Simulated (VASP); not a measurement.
# Ga8Sb5As3 (P1) in VASP: single point with PBEsol

Aim: the single point of Ga8Sb5As3 with PBEsol.

All numbers are computed with VASP 6.6.1; they aren't measurements. Logs are shortened: lines on timing, memory, paths and dates and some standing lists are left out, and cuts for length are marked.

## (1) The cell of the first run

The typed cell holds 64 atoms: a = 11.906 Å, b = 11.906 Å, c = 11.906 Å, α = 90.00°, β = 90.00°, γ = 90.00°.

## (2) Single point, PBEsol

File INCAR:

```
SYSTEM = Ga8Sb5As3
PREC = Accurate
ENCUT = 520
EDIFF = 1E-6
ISMEAR = -1
SIGMA = 0.05
LREAL = Auto
LASPH = .TRUE.
NELM = 60
ALGO = Normal
ISIF = 2
LWAVE = .FALSE.
LCHARG = .FALSE.
GGA = PS
NBANDS = 326
NCORE = 4
```

File KPOINTS:

```
Automatic mesh
0
Gamma
  1 1 1
  0.5 0.5 0.5
```

File POSCAR:

```
Ga8Sb5As3
1.0
   11.9061623197      0.0000000000      0.0000000000
    0.0000000000     11.9061623197      0.0000000000
    0.0000000000      0.0000000000     11.9061623197
Ga Sb As
32 20 12
Direct
    0.9998680000      0.0020920000      0.9888850000
    0.0008380000      0.9991440000      0.4978940000
    0.0081490000      0.5057270000      0.0065840000
    0.9961590000      0.4945710000      0.4973370000
    0.5056890000      0.0064920000      0.0056480000
    0.5011090000      0.0016440000      0.5023350000
    0.4952650000      0.4937810000      0.9948580000
    0.4870620000      0.4987370000      0.4978180000
    0.2562140000      0.2578070000      0.0065080000
    0.2497220000      0.2643640000      0.5016880000
    0.2449860000      0.7432060000      0.9958000000
    0.2553660000      0.7404580000      0.4923930000
    0.7446210000      0.2468390000      0.9937620000
    0.7548550000      0.2577700000      0.5057900000
    0.7479940000      0.7484820000      0.0000590000
    0.7575940000      0.7422760000      0.4949960000
    0.2483970000      0.9989000000      0.2482680000
    0.2439580000      0.9949480000      0.7574380000
    0.2506530000      0.4999480000      0.2488350000
    0.2602930000      0.4992920000      0.7492310000
    0.7444820000      0.0091200000      0.2416080000
    0.7546720000      0.0062720000      0.7555870000
    0.7553610000      0.5049750000      0.2560260000
    0.7499730000      0.4879790000      0.7504170000
    0.0080660000      0.2576770000      0.2561910000
    0.9881440000      0.2522560000      0.7512830000
    0.0016040000      0.7371960000      0.2485030000
    0.0078430000      0.7543500000      0.7546930000
    0.5017860000      0.2536560000      0.2361420000
    0.4980600000      0.2626080000      0.7478120000
    0.4915140000      0.7400680000      0.2552910000
    0.4945240000      0.7423100000      0.7581440000
    0.1249550000      0.1278290000      0.1229380000
    0.1229860000      0.1287130000      0.6268460000
    0.1272200000      0.6215550000      0.6239780000
    0.6267480000      0.1310700000      0.6285960000
    0.6218100000      0.6205110000      0.1253830000
    0.6226220000      0.6191460000      0.6244020000
    0.3744900000      0.8716010000      0.1228880000
    0.3726010000      0.8704430000      0.6265080000
    0.8758930000      0.3756140000      0.1250610000
    0.8767980000      0.8749790000      0.1231690000
    0.8767170000      0.8750030000      0.6269760000
    0.3750010000      0.1309790000      0.3723400000
    0.3764660000      0.1291380000      0.8763660000
    0.8750690000      0.1296370000      0.3746290000
    0.8771560000      0.6230210000      0.8749970000
    0.1268680000      0.3766630000      0.8749330000
    0.1253720000      0.8688370000      0.3729120000
    0.6232700000      0.3767620000      0.3748470000
    0.6251570000      0.8728360000      0.3720440000
    0.6243410000      0.8768240000      0.8761060000
    0.1293720000      0.6229290000      0.1266910000
    0.6249740000      0.1303040000      0.1200780000
    0.3755300000      0.3791740000      0.1243410000
    0.3746640000      0.3795580000      0.6246630000
    0.8749240000      0.3754990000      0.6254840000
    0.3710740000      0.6180780000      0.3727520000
    0.3728560000      0.6199310000      0.8770120000
    0.8728210000      0.1276990000      0.8748500000
    0.8798140000      0.6204850000      0.3749760000
    0.1272100000      0.3813530000      0.3756030000
    0.1248560000      0.8731960000      0.8778370000
    0.6224300000      0.3733920000      0.8739010000
```

Potentials or basis: VASP PAW PBE potentials, release 64 (Ga_d, Sb, As).

On the command line:

```bash
$ cat potpaw_PBE.64/Ga_d/POTCAR potpaw_PBE.64/Sb/POTCAR potpaw_PBE.64/As/POTCAR > POTCAR
$ mpirun -np 4 vasp_std > vasp.out
```

OUTCAR:

```text
SYSTEM = Ga8Sb5As3
   PREC = Accurate
   ENCUT = 520
   EDIFF = 1E-6
   ISMEAR = -1
   LREAL = Auto
   LASPH = .TRUE.
   NELM = 60
   ISIF = 2
   GGA = PS

 ion  position               nearest neighbor table
   1  1.000  0.002  0.989-  63 2.51  60 2.52  42 2.64  33 2.65
   2  0.001  0.999  0.498-  43 2.59  46 2.61  49 2.61  34 2.62
   3  0.008  0.506  0.007-  53 2.46  48 2.61  47 2.61  41 2.62
   4  0.996  0.495  0.497-  61 2.51  62 2.52  57 2.53  35 2.64
   5  0.506  0.006  0.006-  54 2.46  52 2.60  45 2.62  39 2.64
   6  0.501  0.002  0.502-  36 2.62  51 2.63  40 2.64  44 2.65
[... 56 lines left out ...]
  63  0.125  0.873  0.878-  28 2.47  18 2.48   1 2.51  11 2.53
  64  0.622  0.373  0.874-  30 2.49  24 2.52   7 2.53  13 2.53

  LATTYP: Found a simple cubic cell.
 ALAT       =    11.9061623197

  Lattice vectors:

 A1 = (  11.9061623197,   0.0000000000,   0.0000000000)
 A2 = (   0.0000000000,  11.9061623197,   0.0000000000)
 A3 = (   0.0000000000,   0.0000000000,  11.9061623197)

Analysis of symmetry for initial positions (statically):
=====================================================================
 Subroutine PRICEL returns:
 Original cell was already a primitive cell.

 Routine SETGRP: Setting up the symmetry group for a
 simple cubic supercell.

 Subroutine GETGRP returns: Found  1 space group operations
 (whereof  1 operations were pure point group operations)
 out of a pool of 48 trial point group operations.

The static configuration has the point symmetry C_1 .

Analysis of symmetry for dynamics (positions and initial velocities):
=====================================================================
 Subroutine PRICEL returns:
 Original cell was already a primitive cell.

 Routine SETGRP: Setting up the symmetry group for a
 simple cubic supercell.

 Subroutine GETGRP returns: Found  1 space group operations
 (whereof  1 operations were pure point group operations)
 out of a pool of 48 trial point group operations.

The dynamic configuration has the point symmetry C_1 .

 Subroutine INISYM returns: Found  1 space group operations
 (whereof  1 operations are pure point group operations),
 and found     1 'primitive' translations

----------------------------------------------------------------------------------------

                                     Primitive cell

  volume of cell :    1687.7783

  direct lattice vectors                    reciprocal lattice vectors
    11.906162320  0.000000000  0.000000000     0.083990120  0.000000000  0.000000000
     0.000000000 11.906162320  0.000000000     0.000000000  0.083990120  0.000000000
     0.000000000  0.000000000 11.906162320     0.000000000  0.000000000  0.083990120

  length of vectors
    11.906162320 11.906162320 11.906162320     0.083990120  0.083990120  0.083990120

  position of ions in fractional coordinates (direct lattice)
     0.999868000  0.002092000  0.988885000
     0.000838000  0.999144000  0.497894000
     0.008149000  0.505727000  0.006584000
     0.996159000  0.494571000  0.497337000
     0.505689000  0.006492000  0.005648000
     0.501109000  0.001644000  0.502335000
[... 56 lines left out ...]
     0.124856000  0.873196000  0.877837000
     0.622430000  0.373392000  0.873901000

  ion indices of the primitive-cell ions
   primitive index   ion index
                 1           1
                 2           2
                 3           3
                 4           4
                 5           5
                 6           6
[... 56 lines left out ...]
                63          63
                64          64

----------------------------------------------------------------------------------------

 KPOINTS: Automatic mesh

Automatic generation of k-mesh.
 Grid dimensions read from file:
 generate k-points for:    1    1    1

 Generating k-lattice:

  Cartesian coordinates                     Fractional coordinates (reciprocal lattice)
     0.083990120  0.000000000  0.000000000     1.000000000  0.000000000  0.000000000
     0.000000000  0.083990120  0.000000000     0.000000000  1.000000000  0.000000000
     0.000000000  0.000000000  0.083990120     0.000000000  0.000000000  1.000000000

  Length of vectors
     0.083990120  0.083990120  0.083990120

  Shift w.r.t. Gamma in fractional coordinates (k-lattice)
     0.500000000  0.500000000  0.500000000

 Subroutine IBZKPT returns following result:
 ===========================================

 Found      1 irreducible k-points:

 Following reciprocal coordinates:
            Coordinates               Weight
  0.500000  0.500000  0.500000      1.000000
   k-points           NKPTS =      1   k-points in BZ     NKDIM =      1   number of bands    NBANDS=    326
   number of dos      NEDOS =    301   number of ions     NIONS =     64
   total plane-waves  NPLWV = 729000
   dimension x,y,z NGX =    90 NGY =   90 NGZ =   90
   dimension x,y,z NGXF=   180 NGYF=  180 NGZF=  180
   ions per type =              32  20  12
   NGX,Y,Z   is equivalent  to a cutoff of  12.57, 12.57, 12.57 a.u.
   NGXF,Y,Z  is equivalent  to a cutoff of  25.13, 25.13, 25.13 a.u.
 SYSTEM =  Ga8Sb5As3
   PREC   = accura    normal or accurate (medium, high low for compatibility)
   ISTART =      0    job   : 0-new  1-cont  2-samecut
   ICHARG =      2    charge: 1-file 2-atom 10-const
   ISPIN  =      1    spin polarized calculation?
   LNONCOLLINEAR =      F non collinear calculations
   LSORBIT =      F    spin-orbit coupling
   LASPH  =      T    aspherical Exc in radial PAW
   ENCUT  =  520.0 eV  38.22 Ry    6.18 a.u.  22.14 22.14 22.14*2*pi/ulx,y,z
   NELM   =     60;   NELMIN=  2; NELMDL= -5     # of ELM steps
   EDIFF  = 0.1E-05   stopping-criterion for ELM
   LREAL  =      T    real-space projection
   EDIFFG = 0.1E-04   stopping-criterion for IOM
   NSW    =      0    number of steps for IOM
   IBRION =     -1    ionic relax: 0-MD 1-quasi-New 2-CG
   NFREE  =      0    steps in history (QN), initial steepest desc. (CG)
   ISIF   =      2    stress and relaxation
   ISYM   =      2    0-nonsym 1-usesym 2-fastsym
   POTIM  = 0.5000    time-step for ionic-motion
   TEBEG  =    0.0;   TEEND  =   0.0 temperature during run
   PSTRESS=    0.0 pullay stress
   NELECT =     576.0000    total number of electrons
   NUPDOWN=      -1.0000    fix difference up-down
   EMIN   =  10.00;   EMAX   =-10.00  energy-range for DOS
   EFERMI =   0.00;   METHOD = LEGACY
   ISMEAR =    -1;   SIGMA  =   0.05  broadening in eV -4-tet -1-fermi 0-gaus
   EFERMI_NEDOS =   21; number of points for ismear=-14 and -15
   IALGO  =     38    algorithm
   IMIX   =      4    mixing-type and parameters
     AMIX     =   0.40;   BMIX     =  1.00
     AMIX_MAG =   1.60;   BMIX_MAG =  1.00
  volume/ion in A,a.u.               =      26.37       177.96
  Fermi-wavevector in a.u.,A,eV,Ry     =   1.144047  2.161935 17.807897  1.308843
  Thomas-Fermi vector in A             =   2.280740
   LORBIT       =      0    0 simple, 1 ext, 2 COOP (PROOUT), +10 PAW based schemes
   GGA     = PS    functional components
   LHFCALC =     F    Hartree Fock is set to
   AEXX    =    0.0000 exact exchange contribution
   IVDW    =     0    specifies the selected vdW correction
   LEPSILON=     F    determine dielectric tensor
   LRPA    =     F    only Hartree local field effects (RPA)
 non-spin polarized calculation
  energy-cutoff  :      520.00
  volume of cell :     1687.78
 maximum number of plane-waves:     45392
 NGX is ok and might be reduce to    90
   NGX = 45   NGY = 45   NGZ = 45

 number of electron     575.9999964 magnetization

 Free energy of the ion-electron system (eV)
  ---------------------------------------------------
  ext. energy  EPLUGINS =         0.00000000
  ---------------------------------------------------
  free energy    TOTEN  =      -265.06807329 eV

  energy without entropy =     -265.06735702  energy(sigma->0) =     -265.06771515

 E-fermi :   4.5176     XC(G=0):  -9.4132

 val. band max:        4.0922218868   @ k =   0.5000   0.5000   0.5000
 cond. band min:       4.9127683264   @ k =   0.5000   0.5000   0.5000
 fundamental gap:      0.8205464396
 Fermi energy:         4.5175616048

 k-point     1 :       0.5000    0.5000    0.5000
  band No.  band energies     occupation
      1     -10.7153      2.00000
      2     -10.7092      2.00000
      3     -10.7033      2.00000
      4     -10.6774      2.00000
      5     -10.6766      2.00000
      6     -10.6713      2.00000
[... 292 lines left out ...]
    299       5.9998      0.00000
    300       6.0084      0.00000
 [bands above 300 left out]

------------------------ aborting loop because EDIFF is reached ----------------------------------------

  FORCE on cell =-STRESS in cart. coord.  units (eV):
  Direction    XX          YY          ZZ          XY          YZ          ZX
  --------------------------------------------------------------------------------------
  -------------------------------------------------------------------------------------
  Total        1.3369023      1.2248426      1.0134831      0.0744541      0.0709486      0.0324787
  in kB        1.2690971      1.1627209      0.9620811      0.0706780      0.0673503      0.0308314
  external PRESSURE =       1.1312997 kB  Pullay stress =       0.0000000 kB

 VOLUME and BASIS-vectors are now :
 -----------------------------------------------------------------------------
  energy-cutoff  :      520.00
  volume of cell :     1687.78
      direct lattice vectors                 reciprocal lattice vectors
    11.906162320  0.000000000  0.000000000     0.083990120  0.000000000  0.000000000
     0.000000000 11.906162320  0.000000000     0.000000000  0.083990120  0.000000000
     0.000000000  0.000000000 11.906162320     0.000000000  0.000000000  0.083990120

 POSITION                                       TOTAL-FORCE (eV/Angst)
 -----------------------------------------------------------------------------------
     11.90459      0.02491     11.77383         0.002989     -0.000125     -0.001553
      0.00998     11.89597      5.92801         0.001217      0.001074      0.000028
      0.09702      6.02127      0.07839         0.002723      0.003577      0.002738
     11.86043      5.88844      5.92138        -0.000358      0.003794      0.002320
      6.02082      0.07729      0.06725         0.001013      0.000842     -0.000161
      5.96629      0.01957      5.98088        -0.000950     -0.001848      0.000193
[... 56 lines left out ...]
      1.48656     10.39641     10.45167         0.000110     -0.008191     -0.000184
      7.41075      4.44567     10.40481         0.001056     -0.000360      0.001362
 -----------------------------------------------------------------------------------
    total drift:                               -0.020430     -0.052654     -0.001538

  FREE ENERGIE OF THE ION-ELECTRON SYSTEM (eV)
  ---------------------------------------------------
  free  energy   TOTEN  =      -265.0680732863 eV

  energy  without entropy=     -265.0673570164  energy(sigma->0) =     -265.06771515
```

Wall time 9.8 min (4 MPI ranks of AMD EPYC 7R43 (Zen 3), shared host); peak memory 0.48 GiB.

What came out:

- Free energy: -265.0681 eV
- Pressure: 0.1 GPa
- Largest force: 0.011 eV/Å
- Band gap on the k mesh: 0.82 eV

Forces in eV/Å, atoms in the order of the input:
```
Ga   0.003  0.000 -0.002
Ga   0.001  0.001  0.000
Ga   0.003  0.004  0.003
Ga   0.000  0.004  0.002
Ga   0.001  0.001  0.000
Ga  -0.001 -0.002  0.000
Ga   0.002  0.001  0.000
Ga   0.001  0.000  0.001
Ga   0.000  0.002  0.002
Ga   0.000  0.000 -0.002
Ga   0.004  0.000  0.001
Ga   0.005  0.001 -0.005
Ga   0.000  0.002 -0.002
Ga   0.002  0.001  0.001
Ga   0.002 -0.001  0.000
Ga   0.003  0.001  0.002
Ga  -0.002  0.002  0.000
Ga   0.000  0.001  0.002
Ga  -0.003 -0.002 -0.004
Ga   0.000 -0.001  0.001
Ga  -0.002  0.003 -0.001
Ga  -0.001  0.003 -0.002
Ga   0.002  0.002 -0.001
Ga  -0.002 -0.001 -0.002
Ga   0.004  0.001  0.003
Ga  -0.002 -0.001  0.001
Ga  -0.002 -0.001  0.001
Ga  -0.002  0.002  0.000
Ga   0.001 -0.002 -0.003
Ga   0.001  0.002 -0.002
Ga  -0.003  0.002  0.002
Ga   0.002  0.002  0.002
Sb   0.001  0.001 -0.002
Sb  -0.002  0.001 -0.001
Sb   0.004  0.003  0.007
Sb   0.000  0.001  0.002
Sb  -0.002 -0.001  0.005
Sb   0.001 -0.002  0.003
Sb  -0.001  0.005  0.000
Sb  -0.003 -0.004 -0.001
Sb  -0.007 -0.008  0.001
Sb  -0.003 -0.001  0.003
Sb  -0.001 -0.002  0.002
Sb   0.000 -0.005  0.000
Sb  -0.004 -0.005 -0.006
Sb  -0.001 -0.005 -0.004
Sb  -0.002  0.000 -0.004
Sb   0.001 -0.003 -0.005
Sb   0.002  0.002 -0.001
Sb   0.001  0.000  0.000
Sb   0.002  0.001  0.001
Sb   0.003 -0.002 -0.002
As  -0.001  0.003  0.003
As   0.004 -0.004 -0.007
As  -0.001  0.008  0.007
As  -0.005  0.008  0.005
As  -0.003 -0.004  0.009
As  -0.001  0.000 -0.002
As  -0.007 -0.003 -0.002
As   0.002 -0.002  0.002
As   0.006 -0.005 -0.008
As  -0.001  0.003 -0.001
As   0.000 -0.008  0.000
As   0.001  0.000  0.001
```

Caveat: the PAW data sets were made with another functional, which shifts forces and pressure a little; spin-orbit coupling is left out, which moves the levels of the heavy elements; a shifted mesh leaves out Γ, where band edges can lie.
